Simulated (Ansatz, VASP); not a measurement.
## TlSb4F13: VASP beside Ansatz

```
Tl Sb F
1.0
    -4.81850    4.81850    3.29200
     4.81850   -4.81850    3.29200
     4.81850    4.81850   -3.29200
Tl Sb F
1 4 13
Direct
  0.50000 0.50000 0.00000
  0.01940 0.29800 0.31740
  0.29800 0.98060 0.27860
  0.98060 0.70200 0.68260
  0.70200 0.01940 0.72140
  0.00000 0.00000 0.00000
  0.59700 0.84700 0.44400
  0.84700 0.40300 0.25000
  0.40300 0.15300 0.55600
  0.15300 0.59700 0.75000
  0.44400 0.33300 0.30500
  0.33300 0.02800 0.88900
  0.02800 0.13900 0.69500
  0.13900 0.44400 0.11100
  0.55600 0.66700 0.69500
  0.66700 0.97200 0.11100
  0.97200 0.86100 0.30500
  0.86100 0.55600 0.88900
```

Alike in both runs: task relaxation of the atoms; functional PBE; k mesh 4 × 4 × 4; occupations fermi-dirac, width 0.02 eV; no spin polarisation.

```csv
,VASP,Ansatz
version,VASP 6.6.1,Ansatz 0.2.0
potentials or method,"VASP PAW PBE potentials, release 64 (Tl_d, Sb, F)","plane-wave PAW, scalar-relativistic"
plane-wave cutoff (eV),520,420
valence electrons in the cell,124,164
```

|  | VASP | Ansatz | Ansatz less VASP |
| --- | --- | --- | --- |
| gap on the k mesh at the Fermi level, each at its own relaxed structure (eV) | 4.79 | 4.81 | +0.018 |

VASP's potentials hold 124 valence electrons a cell and Ansatz's 164, so a difference there can come from the potentials and not from the codes. Ansatz's warnings: stress scf threshold loose.

Spin-orbit coupling is off throughout.
